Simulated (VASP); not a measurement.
# EuSb: single point with r2SCAN

The system is EuSb.

```xyz
2
Lattice="4.2327 0.0000 0.0000 -2.1164 3.6656 0.0000 0.0000 0.0000 4.4024" Properties=species:S:1:pos:R:3 pbc="T T T"
Eu    0.0000    0.0000    0.0000
Sb    2.1164    1.2219    2.2012
```

- Program: VASP 6.6.1
- Task: single point
- Functional: r2SCAN
- Potentials or basis: VASP PAW PBE potentials, release 64 (Eu, Sb)
- Cutoff: 520 eV
- k mesh: 10 × 10 × 8
- Occupations: gaussian, width 0.05 eV
- Spin: collinear spin, ferromagnetic start
- Starting moments: [7.42, 0.0] μB

```json
{"Pressure": "-0.2 GPa", "Net moment": "6.70 μB per cell", "Site moments": "Eu +6.43; Sb -0.08 μB", "Valence electrons inside the program's atomic spheres": "Eu 14.75; Sb 2.49"}
```

Stress tensor (GPa, compression positive):
```
-0.13  0.00  0.00
 0.00 -0.13  0.00
 0.00  0.00 -0.29
```

Levels at points of the mesh, in eV from the Fermi level:
Spin up:
```tsv
k point	band 10	band 11	band 12	band 13	band 14	band 15	band 16	band 17	band 18	band 19
(0.00, 0.00, 0.00)	-0.36	-0.36	-0.24	0.25	0.25	0.32	0.37	3.89	4.04	4.04
(0.50, 0.00, 0.00)	-0.35	-0.33	-0.32	-0.32	-0.16	0.66	0.81	3.51	4.76	4.94
(0.00, 0.00, 0.50)	-0.43	-0.27	-0.27	-0.24	0.88	0.88	2.39	2.39	3.92	4.35
(0.50, 0.00, 0.50)	-0.36	-0.32	-0.30	-0.30	-0.27	-0.26	1.25	4.50	4.74	4.94
```
Spin down:
```csv
k point,band 5,band 6,band 7,band 8,band 9,band 10,band 11,band 12
"(0.00, 0.00, 0.00)",-9.58,-0.04,0.32,0.32,0.95,3.94,5.01,5.01
"(0.50, 0.00, 0.00)",-8.36,-3.13,-0.71,0.25,1.42,4.50,4.76,4.96
"(0.00, 0.00, 0.50)",-8.61,-3.59,0.73,0.73,3.27,3.27,4.59,4.59
"(0.50, 0.00, 0.50)",-8.31,-2.19,-2.12,-0.59,1.85,4.53,5.63,5.83
```

Run time: 18 min on 1 thread of Intel Xeon 8259CL (shared host), peak memory 0.37 GiB.

Caveat: the PAW data sets were made with another functional, which shifts forces and pressure a little; spin-orbit coupling is left out, which moves the levels of the heavy elements; a cell with one magnetic atom can't hold antiferromagnetic order, which such compounds often take; semilocal functionals describe open f shells poorly, which spoils levels, moments and volumes. The state reached can hang on the start; a lower one may exist.
